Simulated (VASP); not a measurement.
# TiAl (Pmmm) in VASP: a series of runs, part 2 of 2

VASP 6.6.1. Earlier steps stand in the parts before.

### Step 5. Single point, PBEsol (normal strain along x -0.1100, normal strain along y +0.0733)

Input file INCAR:

```
SYSTEM = TiAl
PREC = Accurate
ENCUT = 520
EDIFF = 1E-6
ISMEAR = 0
SIGMA = 0.15
LREAL = .FALSE.
LASPH = .TRUE.
NELM = 60
ALGO = Fast
ISIF = 2
LWAVE = .FALSE.
LCHARG = .FALSE.
GGA = PS
NBANDS = 14
```

Input file KPOINTS:

```
regular mesh
0
G
  14 14 14
  0 0 0
```

Input file POSCAR:

```
TiAl
1.0
    2.8091745961      0.0000000000      0.0000000000
    0.0000000000      3.3877383079      0.0000000000
    0.0000000000      0.0000000000      3.1563759507
Ti Al
1 1
Direct
    0.0000000000      0.0000000000      0.0000000000
    0.5000000000      0.5000000000      0.5000000000
```

Potentials or basis: VASP PAW PBE potentials, release 64 (Ti_sv, Al).

Run with:

```
cat potpaw_PBE.64/Ti_sv/POTCAR potpaw_PBE.64/Al/POTCAR > POTCAR
mpirun -np 1 vasp_std > vasp.out
```

OUTCAR:

```text
SYSTEM = TiAl
   PREC = Accurate
   ENCUT = 520
   EDIFF = 1E-6
   ISMEAR = 0
   LREAL = .FALSE.
   LASPH = .TRUE.
   NELM = 60
   ISIF = 2
   GGA = PS

 ion  position               nearest neighbor table
   1  0.000  0.000  0.000-   2 2.71   2 2.71   2 2.71   2 2.71   2 2.71   2 2.71   2 2.71   2 2.71

   2  0.500  0.500  0.500-   1 2.71   1 2.71   1 2.71   1 2.71   1 2.71   1 2.71   1 2.71   1 2.71

  LATTYP: Found a simple orthorhombic cell.
 ALAT       =     2.8091745961
 B/A-ratio  =     1.1235955056
 C/A-ratio  =     1.2059550562

  Lattice vectors:

 A1 = (  -2.8091745961,   0.0000000000,   0.0000000000)
 A2 = (   0.0000000000,   0.0000000000,   3.1563759507)
 A3 = (   0.0000000000,   3.3877383079,   0.0000000000)

Analysis of symmetry for initial positions (statically):
=====================================================================
 Subroutine PRICEL returns:
 Original cell was already a primitive cell.

 Routine SETGRP: Setting up the symmetry group for a
 simple orthorhombic supercell.

 Subroutine GETGRP returns: Found  8 space group operations
 (whereof  8 operations were pure point group operations)
 out of a pool of  8 trial point group operations.

The static configuration has the point symmetry D_2h.

Analysis of symmetry for dynamics (positions and initial velocities):
=====================================================================
 Subroutine PRICEL returns:
 Original cell was already a primitive cell.

 Routine SETGRP: Setting up the symmetry group for a
 simple orthorhombic supercell.

 Subroutine GETGRP returns: Found  8 space group operations
 (whereof  8 operations were pure point group operations)
 out of a pool of  8 trial point group operations.

The dynamic configuration has the point symmetry D_2h.

 Subroutine INISYM returns: Found  8 space group operations
 (whereof  8 operations are pure point group operations),
 and found     1 'primitive' translations

----------------------------------------------------------------------------------------

[... 119 lines left out ...]
   AEXX    =    0.0000 exact exchange contribution
   IVDW    =     0    specifies the selected vdW correction
   LEPSILON=     F    determine dielectric tensor
   LRPA    =     F    only Hartree local field effects (RPA)
 non-spin polarized calculation
 RMM-DIIS sequential band-by-band and
 Gauss-broadening in eV      SIGMA  =   0.15
  energy-cutoff  :      520.00
  volume of cell :       30.04
 maximum number of plane-waves:       828
 NGX is ok and might be reduce to    24
   NGX = 11   NGY = 13   NGZ = 11

 number of electron      14.9999997 magnetization

 Free energy of the ion-electron system (eV)
  ---------------------------------------------------
  ext. energy  EPLUGINS =         0.00000000
  ---------------------------------------------------
  free energy    TOTEN  =       -12.99776796 eV

  energy without entropy =      -12.97084164  energy(sigma->0) =      -12.98430480

 E-fermi :   9.2802     XC(G=0): -11.4777

 val. band max:        9.2799121565   @ k =   0.3571   0.0714   0.5000
 cond. band min:       9.2818575351   @ k =   0.2143   0.4286   0.0714
 fundamental gap:      0.0019453787
 Fermi energy:         9.2802088660

 k-point     1 :       0.0000    0.0000    0.0000
  band No.  band energies     occupation
      1     -47.1184      2.00000
      2     -23.5151      2.00000
      3     -23.4543      2.00000
      4     -23.1831      2.00000
      5      -0.1824      2.00000
      6       7.5396      2.00000
      7       7.9402      2.00000
      8      10.8152      0.00000
      9      11.6505      0.00000
     10      11.9013      0.00000
     11      11.9101      0.00000
     12      13.6881      0.00000
     13      17.4012      0.00000
     14      17.8860      0.00000
[... 377 lines left out ...]
      1     -47.0527      2.00000
      2     -23.7016      2.00000
      3     -23.4736      2.00000
      4     -23.3983      2.00000
      5       4.4261      2.00000
      6       4.5935      2.00000
      7       8.4882      2.00000
      8       9.1207      1.86729
      9       9.4734      0.06860
     10      11.0711      0.00000
     11      13.5579      0.00000
     12      15.8373      0.00000
     13      16.4068      0.00000
     14      18.9469      0.00000

 [... further k-points ...]
[... 5 lines left out ...]
  --------------------------------------------------------------------------------------
  -------------------------------------------------------------------------------------
  Total        1.4400950      2.0144703      0.3257031      0.0000000      0.0000000     -0.0000000
  in kB       76.8111740    107.4469625     17.3722159      0.0000000      0.0000000     -0.0000000
  external PRESSURE =      67.2101175 kB  Pullay stress =       0.0000000 kB

 VOLUME and BASIS-vectors are now :
 -----------------------------------------------------------------------------
  energy-cutoff  :      520.00
  volume of cell :       30.04
      direct lattice vectors                 reciprocal lattice vectors
     2.809174596  0.000000000  0.000000000     0.355976450  0.000000000  0.000000000
     0.000000000  3.387738308  0.000000000     0.000000000  0.295182186  0.000000000
     0.000000000  0.000000000  3.156375951     0.000000000  0.000000000  0.316819040

 POSITION                                       TOTAL-FORCE (eV/Angst)
 -----------------------------------------------------------------------------------
      0.00000      0.00000      0.00000         0.000000      0.000000      0.000000
      1.40459      1.69387      1.57819         0.000000      0.000000      0.000000
 -----------------------------------------------------------------------------------
    total drift:                                0.000000      0.000000      0.000000

  FREE ENERGIE OF THE ION-ELECTRON SYSTEM (eV)
  ---------------------------------------------------
  free  energy   TOTEN  =       -12.9977679635 eV

  energy  without entropy=      -12.9708416418  energy(sigma->0) =      -12.98430480
```

OSZICAR:

```text
N       E                     dE             d eps       ncg     rms          rms(c)
DAV:   1     0.100215825013E+03    0.10022E+03   -0.71172E+03 14366   0.110E+03
DAV:   2    -0.902324304869E+01   -0.10924E+03   -0.10501E+03 14690   0.304E+02
DAV:   3    -0.144575018043E+02   -0.54343E+01   -0.52885E+01 21774   0.650E+01
[... 15 lines left out ...]
RMM:  19    -0.129977614262E+02   -0.41819E-05   -0.39219E-05 17358   0.271E-02    0.152E-03
RMM:  20    -0.129977642884E+02   -0.28622E-05   -0.28235E-05 15462   0.191E-02    0.257E-04
RMM:  21    -0.129977659606E+02   -0.16722E-05   -0.16348E-05 13848   0.150E-02    0.353E-04
RMM:  22    -0.129977672211E+02   -0.12605E-05   -0.12970E-05 12722   0.123E-02    0.120E-03
RMM:  23    -0.129977679635E+02   -0.74239E-06   -0.78342E-06 12275   0.106E-02
   1 F= -.12997768E+02 E0= -.12984305E+02  d E =-.269263E-01
```

stdout:

```text
POSCAR found type information on POSCAR TiAl
 POSCAR found :  2 types and       2 ions
 scaLAPACK will be used
 -----------------------------------------------------------------------------
|                                                                             |
|                                                                             |
|     You enforced a specific xc type in the INCAR file but a different       |
|     I HOPE YOU KNOW WHAT YOU ARE DOING!                                     |
|                                                                             |
 -----------------------------------------------------------------------------

 LDA part: xc-table for (Slater+PW92), standard interpolation
 POSCAR, INCAR and KPOINTS ok, starting setup
 FFT: planning ... GRIDC
 FFT: planning ... GRID_SOFT
 FFT: planning ... GRID
 WAVECAR not read
 entering main loop
WARNING in EDDRMM: call to ZHEGV failed, returncode =   6  3     13
WARNING in EDDRMM: call to ZHEGV failed, returncode =   8  4      7
WARNING in EDDRMM: call to ZHEGV failed, returncode =   6  3      6
WARNING in EDDRMM: call to ZHEGV failed, returncode =   8  4      8
WARNING in EDDRMM: call to ZHEGV failed, returncode =   8  4      6
WARNING in EDDRMM: call to ZHEGV failed, returncode =   6  3     12
WARNING in EDDRMM: call to ZHEGV failed, returncode =   6  3     13
WARNING in EDDRMM: call to ZHEGV failed, returncode =   6  3      5
WARNING in EDDRMM: call to ZHEGV failed, returncode =   6  3     14
WARNING in EDDRMM: call to ZHEGV failed, returncode =   6  3     14
```

It took 3.9 min on 1 thread of Intel Xeon Platinum 8259CL at 2.50GHz (Skylake/Cascade Lake), shared host; peak memory 0.33 GiB.

Results:

```yaml
Free_energy: -12.9978 eV
Pressure: 6.7 GPa
```

Caveat: the cell differs from its parent crystal (normal strain along x -0.1100, normal strain along y +0.0733); the PAW data sets were made with another functional, which shifts forces and pressure a little.

### Step 6. Overview

```csv
cell,further INCAR settings,gap on the mesh (eV),pressure (GPa)
"a = 2.925, b = 3.504, c = 3.156 Å, 2 atoms",ALGO = Fast; EDIFF = 1e-07; NBANDS = 14,none,-2.7
"a = 3.041, b = 3.388, c = 3.156 Å, 2 atoms",ALGO = Fast; EDIFF = 1e-07; NBANDS = 14,none,-3.5
"a = 2.809, b = 3.272, c = 3.156 Å, 2 atoms",ALGO = Fast; EDIFF = 1e-07; NBANDS = 14,none,11.9
"a = 2.809, b = 3.388, c = 3.156 Å, 2 atoms",ALGO = Fast; EDIFF = 1e-06; NBANDS = 14,none,6.7
```

Alike in all rows: task single point; level PBEsol; potentials or basis VASP PAW PBE potentials, release 64 (Ti_sv, Al); no spin polarisation; k mesh 14 × 14 × 14; cutoff (eV) 520; smearing gaussian 0.15 eV.

Caveats: the PAW data sets were made with another functional, which shifts forces and pressure a little.

Total energies depend on the potentials used, so only differences within one code and one set of settings carry meaning.
